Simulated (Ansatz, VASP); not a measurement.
**Two plane-wave programs on BaHgI4**

```
Ba Hg I
1.0
     7.79514    0.00000   -0.17624
     0.00000    4.71074    0.00000
    -0.19513    0.00000    8.28360
Ba Hg I
1 1 4
Direct
  0.00000 0.50000 0.50000
  0.00000 0.00000 0.00000
  0.23961 0.00000 0.30854
  0.77740 0.50000 0.12821
  0.22260 0.50000 0.87179
  0.76039 0.00000 0.69146
```

Alike in both runs: functional PBE; k mesh 4 × 6 × 4; no spin polarisation.

Ansatz relaxed the structure, and its values are those at the end. VASP's run is a single point on that final structure, the one shown.

|  | VASP | Ansatz |
| --- | --- | --- |
| version | VASP 6.6.1 | Ansatz 0.2.0 |
| potentials or method | VASP PAW PBE potentials, release 64 (Ba_sv, Hg, I), cutoff 520 eV | scalar-relativistic, plane waves, PAW |
| occupations | gaussian, width 0.01 eV | fixed |
| valence electrons in the cell | 50 | 98 |

|  | VASP | Ansatz | Ansatz less VASP |
| --- | --- | --- | --- |
| gap on the k mesh at the Fermi level (eV) | 1.27 | 1.28 | +0.014 |
| least direct gap on the mesh (eV) | 1.35 | 1.36 | +0.013 |
| pressure (GPa) | 0.1 | 0.0 | -0.15 |
| rms of the force components (eV/Å) | 0.019 | 0.000 | -0.0193 |

VASP's potentials hold 50 valence electrons a cell and Ansatz's 98, so a difference there can come from the potentials and not from the codes.

Spin-orbit coupling is off throughout.
